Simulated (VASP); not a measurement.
Write the native input for VASP 6.6.1 that does the following.

```
Task                   : single point
Functional             : r2SCAN
Potentials or basis    : VASP PAW PBE potentials, release 64 (Zn, Se)
Cutoff                 : 520 eV
k mesh                 : 12 × 12 × 4
Occupations            : gaussian, width 0.01 eV
Spin                   : no spin polarisation
Dipole correction      : no
Further INCAR settings : ALGO = Normal; EDIFF = 1e-07; NBANDS = 26
```

ZnSe:

```xyz
4
Lattice="4.0746 0.0000 0.0000 -2.0373 3.5287 0.0000 0.0000 0.0000 6.0605" Properties=species:S:1:pos:R:3 pbc="T T T"
Zn    0.0000    2.3525    1.5151
Zn    2.0373    1.1762    4.5454
Se    2.0373    1.1762    1.5151
Se    0.0000    2.3525    4.5454
```

This cell differs from its parent crystal: strain -1.9%.

The input as run:

POSCAR

```
ZnSe
1.0
    4.0745881499      0.0000000000      0.0000000000
   -2.0372940749      3.5286968478      0.0000000000
    0.0000000000      0.0000000000      6.0605114207
Zn Se
2 2
Direct
    0.3333333333      0.6666666667      0.2500000000
    0.6666666667      0.3333333333      0.7500000000
    0.6666666667      0.3333333333      0.2500000000
    0.3333333333      0.6666666667      0.7500000000
```

INCAR.step1

```
SYSTEM = ZnSe
PREC = Accurate ; ENCUT = 520
ISMEAR = 0 ; SIGMA = 0.01
LREAL = .False. ; LASPH = .True.
NELM = 80 ; NBANDS = 26
GGA = PE ; ALGO = Normal
EDIFF = 1E-4 ; LWAVE = .True.
LCHARG = .False.
```

INCAR.step2

```
SYSTEM = ZnSe
PREC = Accurate ; ENCUT = 520
EDIFF = 1E-7 ; ISMEAR = 0
SIGMA = 0.01 ; LREAL = .False.
LASPH = .True. ; NELM = 80
ALGO = Normal ; ISIF = 2
LWAVE = .False. ; LCHARG = .False.
METAGGA = R2SCAN ; LMIXTAU = .True.
NBANDS = 26 ; ISTART = 1
```

KPOINTS

```
regular mesh
0
Gamma
  12 12 4
  0 0 0
```

Potentials or basis: VASP PAW PBE potentials, release 64 (Zn, Se).

Launch:

```sh
$ cat potpaw_PBE.64/Zn/POTCAR potpaw_PBE.64/Se/POTCAR > POTCAR
$ cp INCAR.step1 INCAR
$ mpirun -np 1 vasp_std > vasp.out
$ cp INCAR.step2 INCAR
$ mpirun -np 1 vasp_std > vasp.out
```

Results of the run:

The pressure is 4.2 GPa and the band gap on the k mesh is 0.98 eV.

Caveat: the cell differs from its parent crystal (strain -1.9%); the cell stands under pressure; the PAW data sets were made with another functional, which shifts forces and pressure a little.

Run time: 4.4 min on 1 thread of Intel(R) Xeon(R) Platinum 8488C (Sapphire Rapids), with other jobs on the host, peak memory 0.28 GiB.
